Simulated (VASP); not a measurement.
# LaHg2: single point with LDA

LaHg2:

```
La Hg
1.0
     4.96000    0.00000    0.00000
    -2.48000    4.29549    0.00000
     0.00000    0.00000    3.65000
La Hg
1 2
Direct
  0.00000 0.00000 0.00000
  0.33333 0.66667 0.45000
  0.66667 0.33333 0.55000
```

```yaml
Program: VASP 6.6.1
Task: single point
Functional: LDA
Potentials_or_basis: VASP PAW LDA potentials, release 64 (La, Hg_sv_GW)
Cutoff: 500 eV
k_mesh: 5 × 5 × 6
Occupations: fermi-dirac, width 0.15 eV
Spin: no spin polarisation
```

- Pressure: -3.5 GPa
- Largest force: 0.258 eV/Å

Forces on the atoms (eV/Å):
```
La   0.000  0.000  0.000
Hg   0.000  0.000  0.258
Hg   0.000  0.000 -0.258
```

Stress tensor (GPa, compression positive):
```
-3.20  0.00  0.00
 0.00 -3.20  0.00
 0.00  0.00 -4.16
```

Levels at points of the mesh, in eV from the Fermi level:
```tsv
k point	band 21	band 22	band 23	band 24	band 25	band 26	band 27	band 28	band 29	band 30
(0.00, 0.00, 0.00)	-7.00	-6.75	-6.75	-0.98	-0.98	-0.55	-0.18	1.46	1.46	1.65
(0.00, 0.00, 0.50)	-6.75	-6.47	-5.04	-3.02	0.90	0.90	0.94	0.94	1.24	1.50
```

Run time: 50 s on 1 thread of Intel(R) Xeon(R) Platinum 8488C (Sapphire Rapids) (shared host), peak memory 0.2 GiB.

Caveat: spin-orbit coupling is left out, which moves the levels of the heavy elements.
